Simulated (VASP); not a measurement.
A run of VASP 6.6.1 is set up as follows.

INCAR

```
  PREC = Accurate
  ENCUT = 600
  EDIFF = 1E-7
  ISMEAR = 0
  SIGMA = 0.05
  LREAL = F
  LASPH = T
  NELM = 100
  ALGO = Normal
  ISIF = 3
  LWAVE = F
  LCHARG = F
  GGA = PS
  IBRION = 2
  NSW = 80
  EDIFFG = -0.02
  PSTRESS = 50.0
```

Contents of KPOINTS:

```
regular mesh
0
Gamma
  7 7 7
```

The input POSCAR:

```
Nb
1.0
    1.6650000000      1.6650000000      1.6650000000
   -1.6650000000      1.6650000000      1.6650000000
   -1.6650000000     -1.6650000000      1.6650000000
Nb
1
Direct
    0.0000000000      0.0000000000      0.0000000000
```

Potentials or basis: VASP PAW PBE potentials, release 64 (Nb_sv).

Run with:

```sh
$ cat potpaw_PBE.64/Nb_sv/POTCAR > POTCAR
$ mpirun -np 1 vasp_std > vasp.out
```

Q: What does it give for the relaxed volume?

A: 17.02 Å³/atom.

Q: Estimate the relaxed cell.

A: a = 2.807 Å, b = 2.807 Å, c = 2.807 Å, α = 70.53°, β = 109.47°, γ = 70.53°.

Q: Predict the space group after relaxing (to 0.05 Å).

A: Im-3m (No. 229).

Step by step:
| step | energy change (eV) | largest force (eV/Å) | pressure (GPa) | volume (Å³) |
| --- | --- | --- | --- | --- |
| 1 | 0.0000 | 0.0000 | -8.12 | 18.46 |
| 2 | 0.2661 | 0.0000 | 38.38 | 14.71 |
| 3 | -0.0184 | 0.0000 | 4.80 | 17.05 |
| 4 | -0.0175 | 0.0000 | 5.08 | 17.02 |

Caveat: the k points lie up to 0.39 Å⁻¹ apart in the final cell; the cell is relaxed towards a set pressure, so the enthalpy falls and the energy may rise; the PAW data sets were made with another functional, which shifts forces and pressure a little.
